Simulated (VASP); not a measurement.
Wanted: the native input for a VASP 6.6.1 run.

```
Task                   : single point
Functional             : PBE
Dispersion             : D3(BJ)
Potentials or basis    : VASP PAW PBE potentials, release 64 (B, N)
Cutoff                 : 520 eV
k mesh                 : 8 × 8 × 1
Occupations            : gaussian, width 0.1 eV
Spin                   : no spin polarisation
Dipole correction      : yes
Further INCAR settings : ALGO = Normal; EDIFF = 1e-06; NBANDS = 16
```

The structure of BN lies in POSCAR:

```
BN
1.0
    2.5080410000      0.0000000000      0.0000000000
   -1.2467110000      2.1762310000      0.0000000000
    0.0000000000      0.0000000000     18.0000000000
B N
2 2
Direct
    0.9787399900      0.9825959900      0.4052083300
    0.5212600100      0.5174040100      0.5976138800
    0.6760065300      0.3398855000      0.4023861200
    0.8239934700      0.1601145000      0.5947916700
```

These files were run (other wordings do the same):

INCAR

```
SYSTEM = BN
PREC = Accurate
ENCUT = 520
EDIFF = 1E-6
ISMEAR = 0
SIGMA = 0.1
LREAL = .FALSE.
LASPH = .TRUE.
NELM = 100
ALGO = Normal
ISIF = 2
LWAVE = .FALSE.
LCHARG = .TRUE.
LDIPOL = .TRUE.
IDIPOL = 3
DIPOL = 0.5 0.5 0.500
GGA = PE
IVDW = 12
LELF = .TRUE.
LVHAR = .TRUE.
LVACPOTAV = .TRUE.
NBANDS = 16
```

KPOINTS

```
Automatic mesh
0
G
  8 8 1
  0 0 0
```

Potentials or basis: VASP PAW PBE potentials, release 64 (B, N).

Run with:

```sh
$ cat potpaw_PBE.64/B/POTCAR potpaw_PBE.64/N/POTCAR > POTCAR
$ mpirun -np 1 vasp_std > vasp.out
```

Results of the run:

```json
{
 "Largest force": "2.749 eV/Å",
 "Band gap on the k mesh": "3.78 eV, indirect (least direct gap 4.13 eV)",
 "Dispersion energy per atom": "-0.103 eV"
}
```

It took 34 s on 1 thread of Intel(R) Xeon(R) 6975P-C (Granite Rapids), on a shared host, peak memory 0.24 GiB.
